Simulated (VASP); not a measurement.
A run of VASP 6.6.1 is set up as follows.

Contents of INCAR:

```
SYSTEM = AlN
  PREC = Accurate
  ENCUT = 520
  EDIFF = 1E-6
  ISMEAR = 0
  SIGMA = 0.05
  LREAL = .False.
  LASPH = .True.
  NELM = 80
  ALGO = Normal
  ISIF = 2
  LWAVE = .False.
  LCHARG = .True.
  GGA = CA
  LELF = .True.
  LVHAR = .True.
  NBANDS = 16
```

File KPOINTS:

```
regular mesh
0
Gamma
  8 8 6
  0 0 0
```

The input POSCAR:

```
AlN
1.0
    0.0000000000     -1.9553821214     -1.9553821214
    0.0000000000      1.9553821214     -1.9553821214
    3.9107642427      0.0000000000      0.0000000000
Al N
2 2
Direct
    0.5111691724      0.4888308276      0.0000000000
   -0.0111691724      0.0111691724      0.5000000000
    0.4954255797      0.5045744203      0.5000000000
    0.0045744203      0.9954255797      0.0000000000
```

Potentials or basis: VASP PAW LDA potentials, release 64 (Al, N).

Launch:

```bash
$ cat potpaw_LDA.64/Al/POTCAR potpaw_LDA.64/N/POTCAR > POTCAR
$ mpirun -np 1 vasp_std > vasp.out
```

(1) Predict the band gap on the k mesh.

(2) Predict the pressure.

(3) What does it give for the largest force?

Results:

(1) 4.98 eV.

(2) 25.5 GPa.

(3) 0.615 eV/Å.

Caveat: the cell differs from its parent crystal (atoms displaced along a vibrational mode, the cell strained); the cell stands under pressure.
